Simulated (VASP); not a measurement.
# Al17N15 (a cell with a defect) in VASP: single point with PBE

Aim: the single point of Al17N15 (a cell with a defect) with PBE.

Everything below comes from runs of VASP 6.6.1. Logs are shortened: lines on timing, memory, paths and dates and some standing lists are left out, and cuts for length are marked.

### 1 The cell of the first run

The cell holds a defect, 32 atoms: a = 7.627 Å, b = 7.627 Å, c = 7.627 Å, α = 109.47°, β = 109.47°, γ = 109.47°.

### 2 Single point, PBE

INCAR

```
SYSTEM = Al17N15
  PREC = Accurate
  ENCUT = 520
  EDIFF = 1E-7
  ISMEAR = 0
  SIGMA = 0.01
  LREAL = Auto
  LASPH = .TRUE.
  NELM = 100
  ALGO = Normal
  ISIF = 2
  LWAVE = .FALSE.
  LCHARG = .FALSE.
  GGA = PE
  NELECT = 128.0
  NBANDS = 85
```

KPOINTS

```
Automatic mesh
0
Gamma
  2 2 2
  0.5 0.5 0.5
```

POSCAR

```
Al17N15
1.0
   -4.4031742015      4.4031742015     -4.4031742015
    4.4031742015     -4.4031742015     -4.4031742015
   -4.4031742015     -4.4031742015      4.4031742015
Al N
17 15
Direct
    0.4996432559      0.2930624762      0.2505825744
    0.2628254637      0.2515196876      0.5020859614
   -0.0121090355      0.2365087717      0.7387670473
    0.7921768637     -0.0001767326      0.2504200419
    0.7512798853      0.2515825501      0.0139133368
    0.4995749487     -0.0002114634      0.5436078302
    0.2479035451     -0.0000696206      0.7623291344
    0.0112492189      0.7481724669      0.2504102960
    1.0113292742      0.9999186559      0.9987971489
    0.7513762216      0.7634322935      0.5022430626
    0.4995402510      0.7480983664      0.7622468970
    0.2478240699      0.5116951074      0.2504412222
    0.2062302267      0.7067412890     -0.0428354691
   -0.0122728283      0.4880863338      0.4868797555
    0.7358750121      0.4879769907      0.7385343664
    0.4995411188      0.5115653076     -0.0012736770
    0.4990106799     -0.0002555395      0.2503692100
    0.2409435982     -0.0001337478      0.5145886597
   -0.0003882791     -0.0000158058      0.7505438394
    0.7635887212      0.7413859287      0.2504817951
    0.7635897290     -0.0001378728     -0.0080342380
    0.4996398234      0.7412587565      0.5146381383
    0.2353831318      0.7356783462      0.7276456833
   -0.0005013157      0.4998828634      0.2504042973
   -0.0234147422      0.7356226068     -0.0138425233
    0.7581424840      0.5225766181      0.5089996706
    0.4993588338      0.4997233951      0.7503919165
    0.2409970951      0.2640671351      0.2504316825
    0.2355126762      0.4773625168     -0.0136257485
    0.0219481569      0.2583156794      0.5088625381
    0.7581113005      0.2583957527      0.7731029967
    0.4996172772      0.2640263395     -0.0079754330
```

Potentials or basis: VASP PAW PBE potentials, release 64 (Al, N).

The run is started by

```
> cat potpaw_PBE.64/Al/POTCAR potpaw_PBE.64/N/POTCAR > POTCAR
> mpirun -np 1 vasp_std > vasp.out
```

OUTCAR:

```text
SYSTEM = Al17N15
   PREC = Accurate
   ENCUT = 520
   EDIFF = 1E-7
   ISMEAR = 0
   LREAL = Auto
   LASPH = .TRUE.
   NELM = 100
   ISIF = 2
   GGA = PE
   NELECT = 128.0

 ion  position               nearest neighbor table
   1  0.500  0.293  0.251-  26 1.91  32 1.91  28 1.91  17 2.23  16 2.93  10 2.93  12 2.93  15 3.06
                            14 3.06   7 3.06   5 3.06   9 3.06   2 3.06
   2  0.263  0.252  0.502-  27 1.87  30 1.87  18 1.91  28 1.91   4 2.93  15 2.95   1 3.06   6 3.06
                            11 3.10  16 3.10   9 3.13   8 3.13   3 3.19  14 3.19  12 3.19   7 3.19
   3  0.988  0.237  0.739-  19 1.87  29 1.87  30 1.91  31 1.91  13 2.93  10 2.95   4 3.06   6 3.06
                             7 3.10   9 3.10  14 3.14  15 3.14   2 3.19  16 3.19  12 3.19   5 3.19
   4  0.792  1.000  0.250-  30 1.91  20 1.91  21 1.91  17 2.24   2 2.93   8 2.93   9 2.94  11 3.06
                            10 3.06  16 3.06   5 3.06  14 3.06   3 3.06
   5  0.751  0.252  0.014-  24 1.87  31 1.87  21 1.91  32 1.91   6 2.93  14 2.95   4 3.06   1 3.06
                            12 3.10   8 3.10   7 3.13  11 3.14   9 3.19  16 3.19   3 3.19  15 3.19
   6  0.500  1.000  0.544-  31 1.91  22 1.91  18 1.91  17 2.23   5 2.93  11 2.93   7 2.93  12 3.06
                            10 3.06  15 3.06   3 3.06   8 3.06   2 3.06
   7  0.248  1.000  0.762-  19 1.87  18 1.87  32 1.91  23 1.91   6 2.93   9 2.95  13 3.06   1 3.06
                            10 3.10   3 3.10   5 3.13  11 3.14  16 3.19   2 3.19  14 3.19   8 3.19
   8  0.011  0.748  0.250-  24 1.87  20 1.87  18 1.91  25 1.91   4 2.93  12 2.95  13 3.06   6 3.06
                            14 3.10   5 3.10   2 3.13   9 3.13  16 3.19  10 3.19  15 3.19   7 3.19
   9  0.011  1.000  0.999-  19 1.87  21 1.87  28 1.91  25 1.91   4 2.94   7 2.95  13 3.06   1 3.06
                            10 3.10   3 3.10   2 3.13   8 3.13   5 3.19  12 3.19  11 3.19  15 3.19
  10  0.751  0.763  0.502-  19 1.87  26 1.87  20 1.91  22 1.91   1 2.93   3 2.95   4 3.06   6 3.06
                             7 3.10   9 3.10  16 3.14  12 3.14   8 3.19  14 3.19  15 3.19  11 3.19
  11  0.500  0.748  0.762-  27 1.87  22 1.87  23 1.91  21 1.91   6 2.93  16 2.95   4 3.06  13 3.06
                            15 3.09   2 3.10   7 3.14   5 3.14   9 3.19  12 3.19  14 3.19  10 3.19
[... 9 lines left out ...]
                            15 3.10   2 3.10  12 3.13  10 3.14   7 3.19   3 3.19   8 3.19   5 3.19
  17  0.499  1.000  0.250-  13 2.23   6 2.23   1 2.23   4 2.24
  18  0.241  1.000  0.515-   7 1.87   2 1.91   8 1.91   6 1.91
  19  1.000  1.000  0.751-   3 1.87  10 1.87   9 1.87   7 1.87
  20  0.764  0.741  0.250-   8 1.87  10 1.91  16 1.91   4 1.91
  21  0.764  1.000  0.992-   9 1.87   5 1.91  11 1.91   4 1.91
  22  0.500  0.741  0.515-  11 1.87  10 1.91  12 1.91   6 1.91
[... 8 lines left out ...]
  31  0.758  0.258  0.773-   5 1.87   3 1.91  15 1.91   6 1.91
  32  0.500  0.264  0.992-  16 1.87   7 1.91   5 1.91   1 1.91

  LATTYP: Found a body centered cubic cell.
 ALAT       =     8.8063484030

  Lattice vectors:

 A1 = (  -4.4031742015,   4.4031742015,  -4.4031742015)
 A2 = (   4.4031742015,  -4.4031742015,  -4.4031742015)
 A3 = (  -4.4031742015,  -4.4031742015,   4.4031742015)

Analysis of symmetry for initial positions (statically):
=====================================================================
 Subroutine PRICEL returns:
 Original cell was already a primitive cell.

 Routine SETGRP: Setting up the symmetry group for a
 body centered cubic supercell.

 Subroutine GETGRP returns: Found  1 space group operations
 (whereof  1 operations were pure point group operations)
 out of a pool of 48 trial point group operations.

The static configuration has the point symmetry C_1 .

Analysis of symmetry for dynamics (positions and initial velocities):
=====================================================================
 Subroutine PRICEL returns:
 Original cell was already a primitive cell.

 Routine SETGRP: Setting up the symmetry group for a
 body centered cubic supercell.

 Subroutine GETGRP returns: Found  1 space group operations
 (whereof  1 operations were pure point group operations)
 out of a pool of 48 trial point group operations.

The dynamic configuration has the point symmetry C_1 .

 Subroutine INISYM returns: Found  1 space group operations
 (whereof  1 operations are pure point group operations),
 and found     1 'primitive' translations

----------------------------------------------------------------------------------------

                                     Primitive cell

  volume of cell :     341.4740

  direct lattice vectors                    reciprocal lattice vectors
    -4.403174201  4.403174201 -4.403174201    -0.113554444  0.000000000 -0.113554444
     4.403174201 -4.403174201 -4.403174201     0.000000000 -0.113554444 -0.113554444
    -4.403174201 -4.403174201  4.403174201    -0.113554444 -0.113554444  0.000000000

  length of vectors
     7.626521432  7.626521432  7.626521432     0.160590235  0.160590235  0.160590235

  position of ions in fractional coordinates (direct lattice)
     0.499643256  0.293062476  0.250582574
     0.262825464  0.251519688  0.502085961
     0.987890964  0.236508772  0.738767047
     0.792176864  0.999823267  0.250420042
     0.751279885  0.251582550  0.013913337
     0.499574949  0.999788537  0.543607830
[... 24 lines left out ...]
     0.758111300  0.258395753  0.773102997
     0.499617277  0.264026339  0.992024567

  ion indices of the primitive-cell ions
   primitive index   ion index
                 1           1
                 2           2
                 3           3
                 4           4
                 5           5
                 6           6
[... 24 lines left out ...]
                31          31
                32          32

----------------------------------------------------------------------------------------

 KPOINTS: Automatic mesh

Automatic generation of k-mesh.
 Grid dimensions read from file:
 generate k-points for:    2    2    2

 Generating k-lattice:

  Cartesian coordinates                     Fractional coordinates (reciprocal lattice)
    -0.056777222  0.000000000 -0.056777222     0.500000000  0.000000000  0.000000000
     0.000000000 -0.056777222 -0.056777222     0.000000000  0.500000000  0.000000000
    -0.056777222 -0.056777222  0.000000000     0.000000000  0.000000000  0.500000000

  Length of vectors
     0.080295118  0.080295118  0.080295118

  Shift w.r.t. Gamma in fractional coordinates (k-lattice)
     0.500000000  0.500000000  0.500000000

 Subroutine IBZKPT returns following result:
 ===========================================

 Found      4 irreducible k-points:

 Following reciprocal coordinates:
            Coordinates               Weight
  0.250000  0.250000  0.250000      2.000000
 -0.250000  0.250000  0.250000      2.000000
  0.250000 -0.250000  0.250000      2.000000
  0.250000  0.250000 -0.250000      2.000000
   k-points           NKPTS =      4   k-points in BZ     NKDIM =      4   number of bands    NBANDS=     85
   number of dos      NEDOS =    301   number of ions     NIONS =     32
   total plane-waves  NPLWV = 216000
   dimension x,y,z NGX =    60 NGY =   60 NGZ =   60
   dimension x,y,z NGXF=   120 NGYF=  120 NGZF=  120
   ions per type =              17  15
   NGX,Y,Z   is equivalent  to a cutoff of  13.08, 13.08, 13.08 a.u.
   NGXF,Y,Z  is equivalent  to a cutoff of  26.16, 26.16, 26.16 a.u.
 SYSTEM =  Al17N15
   PREC   = accura    normal or accurate (medium, high low for compatibility)
   ISTART =      0    job   : 0-new  1-cont  2-samecut
   ICHARG =      2    charge: 1-file 2-atom 10-const
   ISPIN  =      1    spin polarized calculation?
   LNONCOLLINEAR =      F non collinear calculations
   LSORBIT =      F    spin-orbit coupling
   LASPH  =      T    aspherical Exc in radial PAW
   ENCUT  =  520.0 eV  38.22 Ry    6.18 a.u.  14.18 14.18 14.18*2*pi/ulx,y,z
   NELM   =    100;   NELMIN=  2; NELMDL= -5     # of ELM steps
   EDIFF  = 0.1E-06   stopping-criterion for ELM
   LREAL  =      T    real-space projection
   EDIFFG = 0.1E-05   stopping-criterion for IOM
   NSW    =      0    number of steps for IOM
   IBRION =     -1    ionic relax: 0-MD 1-quasi-New 2-CG
   NFREE  =      0    steps in history (QN), initial steepest desc. (CG)
   ISIF   =      2    stress and relaxation
   ISYM   =      2    0-nonsym 1-usesym 2-fastsym
   POTIM  = 0.5000    time-step for ionic-motion
   TEBEG  =    0.0;   TEEND  =   0.0 temperature during run
   PSTRESS=    0.0 pullay stress
   NELECT =     128.0000    total number of electrons
   NUPDOWN=      -1.0000    fix difference up-down
   EMIN   =  10.00;   EMAX   =-10.00  energy-range for DOS
   EFERMI =   0.00;   METHOD = LEGACY
   ISMEAR =     0;   SIGMA  =   0.01  broadening in eV -4-tet -1-fermi 0-gaus
   EFERMI_NEDOS =   21; number of points for ismear=-14 and -15
   IALGO  =     38    algorithm
   IMIX   =      4    mixing-type and parameters
     AMIX     =   0.40;   BMIX     =  1.00
     AMIX_MAG =   1.60;   BMIX_MAG =  1.00
  volume/ion in A,a.u.               =      10.67        72.01
  Fermi-wavevector in a.u.,A,eV,Ry     =   1.180390  2.230614 18.957286  1.393321
  Thomas-Fermi vector in A             =   2.316684
   LORBIT       =      0    0 simple, 1 ext, 2 COOP (PROOUT), +10 PAW based schemes
   GGA     = PE    functional components
   LHFCALC =     F    Hartree Fock is set to
   AEXX    =    0.0000 exact exchange contribution
   IVDW    =     0    specifies the selected vdW correction
   LEPSILON=     F    determine dielectric tensor
   LRPA    =     F    only Hartree local field effects (RPA)
 non-spin polarized calculation
 Gauss-broadening in eV      SIGMA  =   0.01
  energy-cutoff  :      520.00
  volume of cell :      341.47
 maximum number of plane-waves:      9184
 NGX is ok and might be reduce to    60
   NGX = 29   NGY = 29   NGZ = 29

 number of electron     127.9999987 magnetization

 Free energy of the ion-electron system (eV)
  ---------------------------------------------------
  ext. energy  EPLUGINS =         0.00000000
  ---------------------------------------------------
  free energy    TOTEN  =      -204.06970476 eV

  energy without entropy =     -204.06970476  energy(sigma->0) =     -204.06970476

 E-fermi :   8.7442     XC(G=0): -11.0057

 val. band max:        8.6965603900   @ k =   0.2500   0.2500  -0.2500
 cond. band min:       9.5271603437   @ k =  -0.2500   0.2500   0.2500
 fundamental gap:      0.8305999537
 Fermi energy:         8.7441582333

 k-point     1 :       0.2500    0.2500    0.2500
  band No.  band energies     occupation
      1      -8.3443      2.00000
      2      -8.3437      2.00000
      3      -8.3432      2.00000
      4      -7.8027      2.00000
      5      -6.9469      2.00000
      6      -6.9464      2.00000
[... 305 lines left out ...]
     75      12.9485      0.00000
     76      13.1128      0.00000
 [bands above 76 left out]

------------------------ aborting loop because EDIFF is reached ----------------------------------------

  FORCE on cell =-STRESS in cart. coord.  units (eV):
  Direction    XX          YY          ZZ          XY          YZ          ZX
  --------------------------------------------------------------------------------------
  -------------------------------------------------------------------------------------
  Total       47.2898048     47.3004999     47.2975735      0.0436824      0.0394086     -0.0229851
  in kB      221.8812018    221.9313824    221.9176521      0.2049554      0.1849031     -0.1078448
  external PRESSURE =     221.9100788 kB  Pullay stress =       0.0000000 kB

 VOLUME and BASIS-vectors are now :
 -----------------------------------------------------------------------------
  energy-cutoff  :      520.00
  volume of cell :      341.47
      direct lattice vectors                 reciprocal lattice vectors
    -4.403174201  4.403174201 -4.403174201    -0.113554444  0.000000000 -0.113554444
     4.403174201 -4.403174201 -4.403174201     0.000000000 -0.113554444 -0.113554444
    -4.403174201 -4.403174201  4.403174201    -0.113554444 -0.113554444  0.000000000

 POSITION                                       TOTAL-FORCE (eV/Angst)
 -----------------------------------------------------------------------------------
     -2.01297     -0.19375     -2.38706         0.017143     -0.008945     -0.009057
     -2.26055     -2.16099     -0.05398         0.004657      0.002107      0.004425
     -6.56139      0.05555     -2.13833        -0.002599     -0.006255     -0.000819
     -0.18834     -2.01695     -6.78785        -0.012061      0.017500     -0.015712
     -2.26152      2.13899     -4.35452         0.007346      0.006666     -0.002226
     -0.19107     -4.59613     -4.20836        -0.004520     -0.013519      0.011340
[... 24 lines left out ...]
     -5.60444     -1.20377     -1.07175         0.005398      0.006555     -0.003001
     -5.40540     -3.33071      1.00560        -0.004778      0.008544      0.003859
 -----------------------------------------------------------------------------------
    total drift:                                0.000313     -0.002466      0.001896

  FREE ENERGIE OF THE ION-ELECTRON SYSTEM (eV)
  ---------------------------------------------------
  free  energy   TOTEN  =      -204.0697047561 eV

  energy  without entropy=     -204.0697047561  energy(sigma->0) =     -204.06970476
```

Wall time 6.8 min (1 thread of Intel Xeon 6975P-C, shared host); peak memory 0.49 GiB.

Results:

| Quantity | Value |
| --- | --- |
| Free energy | -204.0697 eV |
| Largest force | 0.026 eV/Å |

Forces on the atoms (eV/Å):
```
Al   0.017 -0.009 -0.009
Al   0.005  0.002  0.004
Al  -0.003 -0.006 -0.001
Al  -0.012  0.018 -0.016
Al   0.007  0.007 -0.002
Al  -0.005 -0.014  0.011
Al   0.006  0.008 -0.003
Al   0.006 -0.008  0.001
Al   0.005 -0.007  0.010
Al  -0.002  0.005  0.010
Al   0.008  0.003 -0.006
Al  -0.007  0.003 -0.003
Al   0.011  0.013  0.012
Al  -0.008 -0.007 -0.003
Al  -0.006 -0.001 -0.002
Al  -0.005 -0.005  0.004
Al  -0.002 -0.002  0.001
N    0.000  0.003 -0.005
N    0.000  0.002  0.001
N    0.005 -0.001  0.002
N    0.002 -0.004  0.003
N    0.010  0.000 -0.007
N   -0.009 -0.011 -0.004
N    0.000  0.001 -0.003
N   -0.011 -0.006 -0.010
N   -0.005  0.003  0.005
N    0.000  0.001 -0.005
N   -0.007  0.001  0.009
N   -0.002  0.000  0.000
N    0.001 -0.004  0.003
N    0.005  0.007 -0.003
N   -0.005  0.009  0.004
```

Levels at points of the mesh, in eV from the Fermi level:
```csv
k point,band 60,band 61,band 62,band 63,band 64,band 65,band 66,band 67,band 68,band 69
"(0.25, 0.25, 0.25)",-3.14,-3.13,-0.06,-0.06,-0.05,2.06,2.06,2.06,2.44,2.44
```

Caveat: the cell carries a net charge on a neutralising background, which shifts energy and pressure; the cell is charged against a uniform background, so pressure and absolute levels hang on convention.
